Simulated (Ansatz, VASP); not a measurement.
## Two plane-wave programs on CsCl

The input INCAR:

```
PREC = Accurate
ENCUT = 500
EDIFF = 1E-6
ISMEAR = 0
SIGMA = 0.01
LREAL = F
LASPH = T
NELM = 120
ALGO = Normal
ISIF = 2
LWAVE = F
LCHARG = T
GGA = PE
LELF = T
LVHAR = T
NBANDS = 15
GGA_COMPAT = F
```

Contents of KPOINTS:

```
Automatic mesh
0
Gamma
  6 6 6
```

File POSCAR:

```
CsCl
1.0
    4.1368323970      0.0000000000      0.0000000000
    0.0000000000      4.1368323970      0.0000000000
    0.0000000000      0.0000000000      4.1368323970
Cs Cl
1 1
Direct
    0.0000000000      0.0000000000      0.0000000000
    0.5000000000      0.5000000000      0.5000000000
```

Input for Ansatz:

```yaml
crystal:
  lattice:
    - [4.136832397, 0.0, 0.0]
    - [0.0, 4.136832397, 0.0]
    - [0.0, 0.0, 4.136832397]
  atoms:
    - { symbol: Cs, position: [0.0, 0.0, 0.0] }
    - { symbol: Cl, position: [0.5, 0.5, 0.5] }
kpoints:
  mp_grid: { grid: [6, 6, 6] }
  band_path:
    path: [[0.0, 0.0, 0.0], [0.0, 0.5, 0.0], [0.5, 0.5, 0.0], [0.5, 0.5, 0.5]]
    npoints: 1
hamiltonian:
  xc: pbe
scf:
  occupations: { method: fixed }
  n_extra_bands: 4
output:
  forces: true
  stress: true
  eigenvalues: true
```

Alike in both runs: task single point; functional PBE; k mesh 6 × 6 × 6; no spin polarisation.

|  | VASP | Ansatz |
| --- | --- | --- |
| version | VASP 6.6.1 | Ansatz 0.2.0 |
| potentials or method | VASP PAW PBE potentials, release 64 (Cs_sv, Cl) | plane waves, PAW |
| plane-wave cutoff (eV) | 500 | 420 |
| occupations | gaussian, width 0.01 eV | fixed |
| valence electrons in the cell | 16 | 16 |

|  | VASP | Ansatz | Ansatz less VASP |
| --- | --- | --- | --- |
| gap on the k mesh at the Fermi level (eV) | 5.21 | 5.23 | +0.011 |
| pressure (GPa) | 0.8 | 0.8 | -0.02 |

Neither program's run includes spin-orbit coupling.
